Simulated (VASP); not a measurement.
Set up this calculation in VASP 6.6.1, as the native input.

```yaml
Task: single point
Functional: r2SCAN
Potentials_or_basis: VASP PAW PBE potentials, release 64 (Ti_sv)
Cutoff: 520 eV
k_mesh: 18 × 18 × 10
Occupations: gaussian, width 0.1 eV
Spin: no spin polarisation
Dipole_correction: no
Further_INCAR_settings: ALGO = Normal; EDIFF = 1e-06; NBANDS = 19
```

The system is Ti.

```
Ti
1.0
     2.93568    0.00000    0.00000
    -1.46784    2.54238    0.00000
     0.00000    0.00000    4.63640
Ti
2
Cartesian
  0.0000 1.6949 1.1591
  1.4678 0.8475 3.4773
```

The input as run:

POSCAR

```
Ti
1.0
    2.9356844984      0.0000000000      0.0000000000
   -1.4678422492      2.5423773531      0.0000000000
    0.0000000000      0.0000000000      4.6363988096
Ti
2
Direct
    0.3333333333      0.6666666667      0.2500000000
    0.6666666667      0.3333333333      0.7500000000
```

INCAR.step1

```
SYSTEM = Ti
ALGO     = Normal         ! electronic algorithm
EDIFF    = 1E-4           ! SCF threshold, eV
ENCUT    = 520            ! plane-wave cutoff, eV
GGA      = PE             ! functional
ISMEAR   = 0              ! smearing method
LASPH    = .TRUE.         ! aspherical terms in the spheres
LCHARG   = .FALSE.        ! write CHGCAR
LREAL    = .FALSE.        ! projectors in reciprocal space
LWAVE    = .TRUE.         ! write WAVECAR
NBANDS   = 19             ! bands
NELM     = 80             ! most SCF steps
PREC     = Accurate       ! precision mode
SIGMA    = 0.1            ! smearing width, eV
```

INCAR.step2

```
SYSTEM = Ti
ALGO     = Normal         ! electronic algorithm
EDIFF    = 1E-6           ! SCF threshold, eV
ENCUT    = 520            ! plane-wave cutoff, eV
ISIF     = 2              ! what is computed and relaxed
ISMEAR   = 0              ! smearing method
ISTART   = 1            
LASPH    = .TRUE.         ! aspherical terms in the spheres
LCHARG   = .FALSE.        ! write CHGCAR
LMIXTAU  = .TRUE.       
LREAL    = .FALSE.        ! projectors in reciprocal space
LWAVE    = .FALSE.        ! write WAVECAR
METAGGA  = R2SCAN         ! meta-GGA
NBANDS   = 19             ! bands
NELM     = 80             ! most SCF steps
PREC     = Accurate       ! precision mode
SIGMA    = 0.1            ! smearing width, eV
```

KPOINTS

```
k-points
0
G
  18 18 10
  0 0 0
```

Potentials or basis: VASP PAW PBE potentials, release 64 (Ti_sv).

Run with:

```bash
$ cat potpaw_PBE.64/Ti_sv/POTCAR > POTCAR
$ cp INCAR.step1 INCAR
$ mpirun -np 1 vasp_std > vasp.out
$ cp INCAR.step2 INCAR
$ mpirun -np 1 vasp_std > vasp.out
```

Results of the run:

| Item | Value |
| --- | --- |
| Pressure | 0.4 GPa |
| Band gap on the k mesh | zero (band 12 reaches 9.30 eV, above the bottom of band 13 at 8.07 eV) |

Caveat: the PAW data sets were made with another functional, which shifts forces and pressure a little.

It took 25 min on 1 thread of AMD EPYC 7R13 (shared host), peak memory 0.22 GiB.
